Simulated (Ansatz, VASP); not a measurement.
**NiO: VASP beside Ansatz**

```
Ni O
1.0
    -0.45322    1.89101    1.89101
     1.89101   -0.45322    1.89101
     1.89101    1.89101   -0.45322
Ni O
1 1
Direct
  0.00000 0.00000 0.00000
  0.50000 0.50000 0.50000
```

Alike in both runs: task single point; functional PBE; k mesh 22 × 22 × 22; occupations gaussian, width 0.15 eV; collinear spin.

```csv
,VASP,Ansatz
version,VASP 6.6.1,Ansatz 0.2.0
potentials or method,"VASP PAW PBE potentials, release 64 (Ni, O), cutoff 520 eV","scalar-relativistic, plane waves, PAW"
valence electrons in the cell,16,24
```

|  | VASP | Ansatz | Ansatz less VASP |
| --- | --- | --- | --- |
| gap on the k mesh at the Fermi level (eV) | none | none | - |
| pressure (GPa) | -2.4 | -1.8 | +0.62 |
| traceless stress, the component that is largest in VASP (GPa) | 10.28 | 10.50 | +0.216 |
| net moment per atom (μB) | 0.78 | 0.82 | +0.041 |
| size of the moment on the site where the two differ most (μB) | 1.25 | 1.30 | +0.050 |

Site moments also hang on the region over which each program counts them. A gap of «none» marks a metal or a gap that the smearing closes. VASP's potentials hold 16 valence electrons a cell and Ansatz's 24, so a difference there can come from the potentials and not from the codes.
